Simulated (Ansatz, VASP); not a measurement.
# CsSnI3 in VASP and in Ansatz

```
CELL_PARAMETERS angstrom
6.24149 0.00000 0.00000
0.00000 6.24149 0.00000
0.00000 0.00000 6.30391
ATOMIC_POSITIONS crystal
Cs 0.00000 0.00000 0.00000
Sn 0.50000 0.50000 0.50000
I 0.50000 0.50000 0.00000
I 0.50000 0.00000 0.50000
I 0.00000 0.50000 0.50000
```

Change from the starting cell: uniaxial_z strain +1.0%.

Alike in both runs: task single point; functional HSE06; k mesh 2 × 2 × 2; no spin polarisation.

|  | VASP | Ansatz |
| --- | --- | --- |
| version | VASP 6.6.1 | Ansatz 0.2.0 |
| potentials or method | VASP PAW PBE potentials, release 64 (Cs_sv, Sn_d, I) | plane waves, PAW |
| plane-wave cutoff (eV) | 520 | 420 |
| occupations | gaussian, width 0.01 eV | fixed |
| valence electrons in the cell | 44 | 74 |

VASP gave:

| Item | Value |
| --- | --- |
| gap on the k mesh at the Fermi level (eV) | 0.85 |
| pressure (GPa) | 1.2 |
| traceless stress, the component that is largest in VASP (GPa) | -0.26 |

Which values does Ansatz return?

gap on the k mesh at the Fermi level (eV): 0.85; pressure (GPa): 1.2; traceless stress, the component that is largest in VASP (GPa): -0.27.

VASP's potentials hold 44 valence electrons a cell and Ansatz's 74, so a difference there can come from the potentials and not from the codes. Ansatz's warnings: stress exchange threshold loose, stress scf threshold loose.

The k mesh is coarse, so the values compare programs but aren't converged. Neither program's run includes spin-orbit coupling.
